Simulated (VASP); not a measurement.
# SnO2 in VASP: further runs

SnO2 is run at these levels: PBE; tasks: single point, relaxation of cell and atoms.

Program: VASP 6.6.1. These are calculated values, not measurements. Logs are shortened: lines on timing, memory, paths and dates and some standing lists are left out, and cuts for length are marked.

### Step 1. The cell of the first run

The typed cell holds 3 atoms: a = 3.648 Å, b = 3.646 Å, c = 3.646 Å, α = 60.03°, β = 59.99°, γ = 59.98°.

The cell was built from a structure type or drawn by symmetry, and may not be a known phase.

### Step 2. Single point, PBE

INCAR reads:

```
SYSTEM = SnO2
PREC = Accurate ; ENCUT = 600
EDIFF = 1E-6 ; ISMEAR = 0
SIGMA = 0.15 ; LREAL = .FALSE.
LASPH = .TRUE. ; NELM = 120
ALGO = Normal ; ISIF = 2
LWAVE = .FALSE. ; LCHARG = .TRUE.
GGA = PE ; LELF = .TRUE.
LVHAR = .TRUE. ; NBANDS = 20
GGA_COMPAT = .FALSE.
```

KPOINTS reads:

```
Automatic mesh
0
G
  4 4 4
  0 0 0
```

POSCAR reads:

```
SnO2
1.0
    0.0000000000      2.5791894155      2.5795753008
    2.5767861787      0.0000000000      2.5795753008
    2.5767861787      2.5791894155      0.0000000000
Sn O
1 2
Direct
    0.7256938960      0.7256938960      0.2743061040
    0.9757042220      0.9757042220      0.5242957780
    0.4757042220      0.4757042220      0.0242957780
```

Potentials or basis: VASP PAW PBE potentials, release 64 (Sn_d, O).

Command:

```
> cat potpaw_PBE.64/Sn_d/POTCAR potpaw_PBE.64/O/POTCAR > POTCAR
> mpirun -np 1 vasp_std > vasp.out
```

OUTCAR:

```text
SYSTEM = SnO2
   PREC = Accurate
   ENCUT = 600
   EDIFF = 1E-6
   ISMEAR = 0
   LREAL = .FALSE.
   LASPH = .TRUE.
   NELM = 120
   ISIF = 2
   GGA = PE

 ion  position               nearest neighbor table
   1  0.726  0.726  0.274-   2 2.23   2 2.23   3 2.23   3 2.23   3 2.23   2 2.23   3 2.23   2 2.23

   2  0.976  0.976  0.524-   1 2.23   1 2.23   1 2.23   1 2.23
   3  0.476  0.476  0.024-   1 2.23   1 2.23   1 2.23   1 2.23

  LATTYP: Found a face centered orthorhombic cell.
 ALAT       =     5.1535723574
 B/A-ratio  =     1.0009326489
 C/A-ratio  =     1.0010824034

  Lattice vectors:

 A1 = (   0.0000000000,   2.5791894155,   2.5795753008)
 A2 = (   2.5767861787,   0.0000000000,   2.5795753008)
 A3 = (   2.5767861787,   2.5791894155,   0.0000000000)

Analysis of symmetry for initial positions (statically):
=====================================================================
 Subroutine PRICEL returns:
 Original cell was already a primitive cell.

 Routine SETGRP: Setting up the symmetry group for a
 face centered orthorhombic supercell.

 Subroutine GETGRP returns: Found  4 space group operations
 (whereof  4 operations were pure point group operations)
 out of a pool of  8 trial point group operations.

The static configuration has the point symmetry C_2v.

Analysis of symmetry for dynamics (positions and initial velocities):
=====================================================================
 Subroutine PRICEL returns:
 Original cell was already a primitive cell.

 Routine SETGRP: Setting up the symmetry group for a
 face centered orthorhombic supercell.

 Subroutine GETGRP returns: Found  4 space group operations
 (whereof  4 operations were pure point group operations)
 out of a pool of  8 trial point group operations.

The dynamic configuration has the point symmetry C_2v.

 Subroutine INISYM returns: Found  4 space group operations
 (whereof  4 operations are pure point group operations),
 and found     1 'primitive' translations

----------------------------------------------------------------------------------------

                                     Primitive cell

  volume of cell :      34.2878

  direct lattice vectors                    reciprocal lattice vectors
     0.000000000  2.579189416  2.579575301    -0.194040159  0.193859356  0.193830356
     2.576786179  0.000000000  2.579575301     0.194040159 -0.193859356  0.193830356
[... 78 lines left out ...]
   ENCUT  =  600.0 eV  44.10 Ry    6.64 a.u.   7.29  7.28  7.28*2*pi/ulx,y,z
   NELM   =    120;   NELMIN=  2; NELMDL= -5     # of ELM steps
   EDIFF  = 0.1E-05   stopping-criterion for ELM
   LREAL  =      F    real-space projection
   EDIFFG = 0.1E-04   stopping-criterion for IOM
   NSW    =      0    number of steps for IOM
   IBRION =     -1    ionic relax: 0-MD 1-quasi-New 2-CG
   NFREE  =      0    steps in history (QN), initial steepest desc. (CG)
   ISIF   =      2    stress and relaxation
   ISYM   =      2    0-nonsym 1-usesym 2-fastsym
   POTIM  = 0.5000    time-step for ionic-motion
   TEBEG  =    0.0;   TEEND  =   0.0 temperature during run
   PSTRESS=    0.0 pullay stress
   NELECT =      26.0000    total number of electrons
   NUPDOWN=      -1.0000    fix difference up-down
   EMIN   =  10.00;   EMAX   =-10.00  energy-range for DOS
   EFERMI =   0.00;   METHOD = LEGACY
   ISMEAR =     0;   SIGMA  =   0.15  broadening in eV -4-tet -1-fermi 0-gaus
   EFERMI_NEDOS =   21; number of points for ismear=-14 and -15
   IALGO  =     38    algorithm
   IMIX   =      4    mixing-type and parameters
     AMIX     =   0.40;   BMIX     =  1.00
     AMIX_MAG =   1.60;   BMIX_MAG =  1.00
  volume/ion in A,a.u.               =      11.43        77.13
  Fermi-wavevector in a.u.,A,eV,Ry     =   1.492861  2.821098 30.322401  2.228634
  Thomas-Fermi vector in A             =   2.605335
   LORBIT       =      0    0 simple, 1 ext, 2 COOP (PROOUT), +10 PAW based schemes
   GGA     = PE    functional components
   LHFCALC =     F    Hartree Fock is set to
   AEXX    =    0.0000 exact exchange contribution
   IVDW    =     0    specifies the selected vdW correction
   LEPSILON=     F    determine dielectric tensor
   LRPA    =     F    only Hartree local field effects (RPA)
 non-spin polarized calculation
 Gauss-broadening in eV      SIGMA  =   0.15
  energy-cutoff  :      600.00
  volume of cell :       34.29
 maximum number of plane-waves:      1162
 NGX is ok and might be reduce to    30
   NGX = 15   NGY = 15   NGZ = 15

 number of electron      26.0000002 magnetization

 Free energy of the ion-electron system (eV)
  ---------------------------------------------------
  ext. energy  EPLUGINS =         0.00000000
  ---------------------------------------------------
  free energy    TOTEN  =       -17.91538789 eV

  energy without entropy =      -17.90988859  energy(sigma->0) =      -17.91263824

 E-fermi :   7.3691     XC(G=0): -11.6381

 val. band max:        7.2601567126   @ k =  -0.2500   0.2500   0.5000
 cond. band min:       9.9101781841   @ k =   0.0000   0.2500   0.2500
 fundamental gap:      2.6500214715
 Fermi energy:         7.3690796368

 k-point     1 :       0.0000    0.0000    0.0000
  band No.  band energies     occupation
      1     -13.2694      2.00000
      2     -13.2693      2.00000
      3     -13.2684      2.00000
      4     -13.1478      2.00000
      5     -13.1473      2.00000
      6     -11.9891      2.00000
[... 403 lines left out ...]
     19      24.4030      0.00000
     20      24.5536      0.00000

------------------------ aborting loop because EDIFF is reached ----------------------------------------

  FORCE on cell =-STRESS in cart. coord.  units (eV):
  Direction    XX          YY          ZZ          XY          YZ          ZX
  --------------------------------------------------------------------------------------
  -------------------------------------------------------------------------------------
  Total       -0.0141957     -0.0844829     -0.0958925      0.0000000      0.0000000      0.0000000
  in kB       -0.6633261     -3.9476601     -4.4807979      0.0000000      0.0000000      0.0000000
  external PRESSURE =      -3.0305947 kB  Pullay stress =       0.0000000 kB

 VOLUME and BASIS-vectors are now :
 -----------------------------------------------------------------------------
  energy-cutoff  :      600.00
  volume of cell :       34.29
      direct lattice vectors                 reciprocal lattice vectors
     0.000000000  2.579189416  2.579575301    -0.194040159  0.193859356  0.193830356
     2.576786179  0.000000000  2.579575301     0.194040159 -0.193859356  0.193830356
     2.576786179  2.579189416  0.000000000     0.194040159  0.193859356 -0.193830356

 POSITION                                       TOTAL-FORCE (eV/Angst)
 -----------------------------------------------------------------------------------
      2.57679      2.57919      3.74396         0.000000      0.000000      0.000349
      3.86518      3.86878      5.03381        -0.000000      0.000000     -0.000174
      1.28839      1.28959      2.45423         0.000000      0.000000     -0.000174
 -----------------------------------------------------------------------------------
    total drift:                               -0.000000     -0.000000     -0.000038

  FREE ENERGIE OF THE ION-ELECTRON SYSTEM (eV)
  ---------------------------------------------------
  free  energy   TOTEN  =       -17.9153878862 eV

  energy  without entropy=      -17.9098885873  energy(sigma->0) =      -17.91263824
```

OSZICAR:

```text
N       E                     dE             d eps       ncg     rms          rms(c)
DAV:   1     0.272270397937E+03    0.27227E+03   -0.15012E+04   768   0.229E+03
DAV:   2     0.811326958421E+01   -0.26416E+03   -0.25051E+03   788   0.543E+02
DAV:   3    -0.202814024801E+02   -0.28395E+02   -0.28085E+02   824   0.146E+02
DAV:   4    -0.210225931910E+02   -0.74119E+00   -0.74052E+00   796   0.244E+01
DAV:   5    -0.210357539693E+02   -0.13161E-01   -0.13160E-01   924   0.350E+00    0.107E+01
DAV:   6    -0.179091778448E+02    0.31266E+01   -0.11327E+01  1028   0.564E+01    0.383E+00
DAV:   7    -0.179303739721E+02   -0.21196E-01   -0.71293E-01   768   0.614E+00    0.193E+00
DAV:   8    -0.179176657584E+02    0.12708E-01   -0.86337E-02   792   0.271E+00    0.401E-01
DAV:   9    -0.179147829502E+02    0.28828E-02   -0.14184E-02  1064   0.158E+00    0.838E-02
DAV:  10    -0.179153761636E+02   -0.59321E-03   -0.15215E-03   776   0.417E-01    0.264E-02
DAV:  11    -0.179153874229E+02   -0.11259E-04   -0.52639E-05   964   0.107E-01    0.167E-02
DAV:  12    -0.179153878862E+02   -0.46323E-06   -0.77043E-06   784   0.233E-02
   1 F= -.17915388E+02 E0= -.17912638E+02  d E =-.549930E-02
```

Run time: 9.2 s. Hardware: 1 thread of AMD EPYC 9R45 (Zen 5), shared host; peak memory 0.14 GiB.

What came out:

```
Free energy            : -17.9154 eV
Pressure               : -0.3 GPa
Band gap on the k mesh : zero (bands 13 and 14 overlap by 0.22 eV)
```

Stress tensor (GPa, compression positive):
```
-0.07  0.00  0.00
 0.00 -0.39  0.00
 0.00  0.00 -0.45
```

Levels at points of the mesh, in eV from the Fermi level:
```
           k point  band 11  band 12  band 13  band 14  band 15  band 16
(0.00, 0.00, 0.00)    -1.41    -1.41    -1.39    -0.33     6.87     6.87
(0.50, 0.00, 0.00)    -3.30    -2.11    -2.11     4.34     7.71     9.90
(0.50, 0.50, 0.00)    -0.30    -0.29    -0.20     2.95     6.73     9.63
(0.50, 0.00, 0.50)    -0.30    -0.29    -0.20     2.94     6.73     9.63
(0.00, 0.50, 0.50)    -0.30    -0.30    -0.19     2.93     6.72     9.64
```

Caveat: the k points lie up to 0.53 Å⁻¹ apart; semilocal functionals underestimate gaps, so a narrow gap can read as zero; spin-orbit coupling is left out, which moves the levels of the heavy elements.

### Step 3. Relaxation of cell and atoms, PBE

This run uses another cell than the first one, of 15.08 Å³/atom.

INCAR reads:

```
SYSTEM = SnO2
PREC = Accurate
ENCUT = 600
EDIFF = 1E-7
ISMEAR = 0
SIGMA = 0.15
LREAL = .False.
LASPH = .True.
NELM = 120
ALGO = Normal
ISIF = 3
LWAVE = .False.
LCHARG = .False.
GGA = PE
IBRION = 2
NSW = 36
EDIFFG = -0.08
GGA_COMPAT = .False.
NELMIN = 4
```

KPOINTS reads:

```
regular mesh
0
Gamma
  4 4 4
  0 0 0
```

POSCAR reads:

```
SnO2
1.0
    0.0000000000      2.8278690800      2.8278690800
    2.8278690800      0.0000000000      2.8278690800
    2.8278690800      2.8278690800      0.0000000000
Sn O
1 2
Direct
    0.5000000000      0.5000000000      0.5000000000
    0.2500000000      0.2500000000      0.2500000000
    0.7500000000      0.7500000000      0.7500000000
```

Potentials or basis: VASP PAW PBE potentials, release 64 (Sn_d, O).

Command:

```
> cat potpaw_PBE.64/Sn_d/POTCAR potpaw_PBE.64/O/POTCAR > POTCAR
> mpirun -np 1 vasp_std > vasp.out
```

Run time: 13 s. Hardware: 1 thread of AMD EPYC 9R45 (Zen 5), shared host; peak memory 0.15 GiB.

The run converged. Its results:

```
Free energy                           : -17.9412 eV
Relaxed volume                        : 11.40 Å³/atom
Relaxed cell                          : a = 3.644 Å, b = 3.644 Å, c = 3.644 Å, α = 60.00°, β = 60.00°, γ = 60.00°
Space group after relaxing (to 0.1 Å) : Fm-3m (No. 225)
Energy gained by relaxing             : 398.8 meV/atom
Ionic steps                           : 3
Pressure after relaxing               : 0.2 GPa
Band gap on the k mesh                : zero (bands 13 and 14 overlap by 0.19 eV)
```

Step by step:
```
step  energy change (eV)  largest force (eV/Å)  pressure (GPa)  volume (Å³)
   1              0.0000                0.0000          -26.27        45.23
   2             -0.9823                0.0000           23.13        30.90
   3             -1.1965                0.0000            0.23        34.20
```

Final structure:
```yaml
crystal:
  lattice:
    - [0.00000, 2.57637, 2.57637]
    - [2.57637, 0.00000, 2.57637]
    - [2.57637, 2.57637, 0.00000]
  atoms:
    - { symbol: Sn, position: [0.50000, 0.50000, 0.50000] }
    - { symbol: O, position: [0.25000, 0.25000, 0.25000] }
    - { symbol: O, position: [0.75000, 0.75000, 0.75000] }
```

Levels at points of the mesh, in eV from the Fermi level:
```
           k point  band 9  band 10  band 11  band 12  band 13  band 14  band 15  band 16  band 17
(0.00, 0.00, 0.00)   -2.88    -2.88    -1.41    -1.41    -1.41    -0.30     6.88     6.88     6.88
(0.50, 0.00, 0.00)   -3.81    -3.31    -3.31    -2.11    -2.11     4.36     7.72     9.92     9.92
(0.50, 0.50, 0.00)   -5.33    -5.33    -0.29    -0.29    -0.20     2.96     6.75     9.65    11.64
```

Caveat: the k points lie up to 0.53 Å⁻¹ apart in the final cell; the volume moved by over 15 % at a fixed basis, so the end points are rough; semilocal functionals underestimate gaps, so a narrow gap can read as zero; spin-orbit coupling is left out, which moves the levels of the heavy elements.

### Step 4. Relaxation of cell and atoms, PBE

This run uses another cell than the first one, of 17.28 Å³/atom.

INCAR reads:

```
ALGO = Normal ; EDIFF = 1E-7
EDIFFG = -0.08 ; ENCUT = 600
GGA = PE ; GGA_COMPAT = False
IBRION = 2 ; ISIF = 3
ISMEAR = 0 ; LASPH = True
LCHARG = False ; LREAL = False
LWAVE = False ; NELM = 120
NELMIN = 4 ; NSW = 36
PREC = Accurate ; SIGMA = 0.15
```

KPOINTS reads:

```
k-points
0
Gamma
  4 4 4
```

POSCAR reads:

```
SnO2
1.0
    0.0000000000      2.9595504500      2.9595504500
    2.9595504500      0.0000000000      2.9595504500
    2.9595504500      2.9595504500      0.0000000000
Sn O
1 2
Direct
    0.0000000000      0.0000000000      0.0000000000
    0.2500000000      0.2500000000      0.2500000000
    0.7500000000      0.7500000000      0.7500000000
```

Command:

```
> cat potpaw_PBE.64/Sn_d/POTCAR potpaw_PBE.64/O/POTCAR > POTCAR
> mpirun -np 1 vasp_std > vasp.out
```

Wall time 17 s (1 thread of AMD EPYC 9R45 (Zen 5), shared host); peak memory 0.18 GiB.

The run converged. Its results:

```
Free energy                           : -17.9493 eV
Relaxed volume                        : 11.39 Å³/atom
Relaxed cell                          : a = 3.642 Å, b = 3.642 Å, c = 3.642 Å, α = 60.00°, β = 60.00°, γ = 60.00°
Space group after relaxing (to 0.1 Å) : Fm-3m (No. 225)
Energy gained by relaxing             : 773.9 meV/atom
Ionic steps                           : 3
Pressure after relaxing               : 0.6 GPa
Band gap on the k mesh                : zero (bands 13 and 14 overlap by 0.17 eV)
```

The path:
```csv
step,energy change (eV),largest force (eV/Å),pressure (GPa),volume (Å³)
1,0.0000,0.0000,-27.53,51.85
2,-2.2732,0.0000,9.48,32.60
3,-2.3218,0.0000,0.65,34.16
```

Final structure:
```yaml
crystal:
  lattice:
    - [0.00000, 2.57521, 2.57521]
    - [2.57521, 0.00000, 2.57521]
    - [2.57521, 2.57521, 0.00000]
  atoms:
    - { symbol: Sn, position: [0.00000, 0.00000, 0.00000] }
    - { symbol: O, position: [0.25000, 0.25000, 0.25000] }
    - { symbol: O, position: [0.75000, 0.75000, 0.75000] }
```

Levels at points of the mesh, in eV from the Fermi level:
| k point | band 9 | band 10 | band 11 | band 12 | band 13 | band 14 | band 15 | band 16 | band 17 |
| --- | --- | --- | --- | --- | --- | --- | --- | --- | --- |
| (0.00, 0.00, 0.00) | -2.89 | -2.89 | -1.41 | -1.41 | -1.41 | -0.29 | 6.89 | 6.89 | 6.89 |
| (0.50, 0.00, 0.00) | -3.81 | -3.32 | -3.32 | -2.12 | -2.12 | 4.37 | 7.73 | 9.93 | 9.93 |
| (0.50, 0.50, 0.00) | -5.34 | -5.34 | -0.29 | -0.29 | -0.20 | 2.96 | 6.76 | 9.65 | 11.65 |

Caveat: the k points lie up to 0.53 Å⁻¹ apart in the final cell; the volume moved by over 15 % at a fixed basis, so the end points are rough; semilocal functionals underestimate gaps, so a narrow gap can read as zero; spin-orbit coupling is left out, which moves the levels of the heavy elements.

### Step 5. The runs side by side

```tsv
task	cell	gap on the mesh (eV)	pressure (GPa)
single point	a = 3.648, b = 3.646, c = 3.646 Å, angles 60.0, 60.0, 60.0°, 3 atoms	none	-0.3
relaxation of cell and atoms	relaxed from a = 3.999 Å, angles 60.0°, 3 atoms	none	0.2
relaxation of cell and atoms	relaxed from a = 4.185 Å, angles 60.0°, 3 atoms	none	0.6
```

Alike in all rows: level PBE; potentials or basis VASP PAW PBE potentials, release 64 (Sn_d, O); no spin polarisation; k mesh 4 × 4 × 4; cutoff (eV) 600; smearing gaussian 0.15 eV.

Caveats: all runs use coarse meshes; semilocal functionals underestimate gaps, so a narrow gap can read as zero; spin-orbit coupling is left out, which moves the levels of the heavy elements; the volume moved by over 15 % at a fixed basis, so the end points are rough (at least some runs).

Absolute energies hang on the potentials; compare differences alone.
